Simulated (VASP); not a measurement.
## CaMnC6N6: single point with PBE

The system is CaMnC6N6.

```
Ca Mn C N
1.0
     0.00000    5.31800    5.31800
     5.31800    0.00000    5.31800
     5.31800    5.31800    0.00000
Ca Mn C N
1 1 6 6
Cartesian
  5.3180 5.3180 5.3180
  0.0000 0.0000 0.0000
  1.9380 5.3180 5.3180
  5.3180 1.9380 5.3180
  5.3180 5.3180 1.9380
  8.6980 5.3180 5.3180
  5.3180 8.6980 5.3180
  5.3180 5.3180 8.6980
  3.1080 5.3180 5.3180
  5.3180 3.1080 5.3180
  5.3180 5.3180 3.1080
  7.5280 5.3180 5.3180
  5.3180 7.5280 5.3180
  5.3180 5.3180 7.5280
```

```
Program                : VASP 6.6.1
Task                   : single point
Functional             : PBE
Potentials or basis    : VASP PAW PBE potentials, release 64 (Ca_sv, Mn_pv, C, N)
Cutoff                 : 520 eV
k mesh                 : 4 × 4 × 4
Occupations            : gaussian, width 0.1 eV
Spin                   : collinear spin, ferromagnetic start
Starting moments       : [0.0, 4.0, 0.0, 0.0, 0.0, 0.0, 0.0, 0.0, 0.0, 0.0, 0.0, 0.0, 0.0, 0.0] μB
Dipole correction      : no
Further INCAR settings : ALGO = Normal; EDIFF = 1e-07; NBANDS = 56
```

```yaml
Pressure: 5.9 GPa
Largest_force: 1.795 eV/Å
Band_gap_on_the_k_mesh: 1.69 eV, indirect (the least direct gap lies 1.8 meV higher)
Net_moment: 3.00 μB per cell
Site_moments: Ca -0.00; Mn +2.56; C -0.05; N +0.09 μB
Valence_electrons_inside_the_program's_atomic_spheres: Ca 8.35; Mn 12.03; C 2.61; N 3.88
```

Forces on the atoms (eV/Å):
```
Ca   0.000  0.000  0.000
Mn   0.000  0.000  0.000
C    0.318  0.000  0.000
C    0.000  0.318  0.000
C    0.000  0.000  0.318
C   -0.318  0.000  0.000
C    0.000 -0.318  0.000
C    0.000  0.000 -0.318
N   -1.795  0.000  0.000
N    0.000 -1.795  0.000
N    0.000  0.000 -1.795
N    1.795  0.000  0.000
N    0.000  1.795  0.000
N    0.000  0.000  1.795
```

Levels at points of the mesh, in eV from the valence-band top:
Spin up:
| k point | band 38 | band 39 | band 40 | band 41 | band 42 | band 43 |
| --- | --- | --- | --- | --- | --- | --- |
| (0.00, 0.00, 0.00) | -0.40 | -0.40 | -0.40 | 4.79 | 4.79 | 5.79 |
| (0.50, 0.00, 0.00) | -0.20 | -0.17 | -0.17 | 4.85 | 4.85 | 6.24 |
| (0.50, 0.50, 0.00) | -0.07 | -0.02 | -0.02 | 4.76 | 4.81 | 5.81 |
Spin down:
```tsv
k point	band 34	band 35	band 36	band 37	band 38	band 39	band 40	band 41
(0.00, 0.00, 0.00)	-0.48	-0.29	-0.29	-0.29	1.69	1.69	1.69	5.65
(0.50, 0.00, 0.00)	-0.50	-0.48	-0.21	-0.21	1.89	1.93	1.93	5.70
(0.50, 0.50, 0.00)	-0.29	-0.16	-0.16	0.00	1.69	2.06	2.06	5.62
```

Wall time 43 s on 1 × NVIDIA H100 80GB with 1 thread of AMD EPYC 7R13 Processor (Zen 3) (shared host), peak memory 1.6 GiB.

Caveat: a cell with one magnetic atom can't hold antiferromagnetic order, which such compounds often take; forces of over 1 eV/Å act on the atoms, so gaps and moduli don't describe the material at rest. Expect the measured gap to be larger: semilocal functionals such as PBE lack the derivative discontinuity.
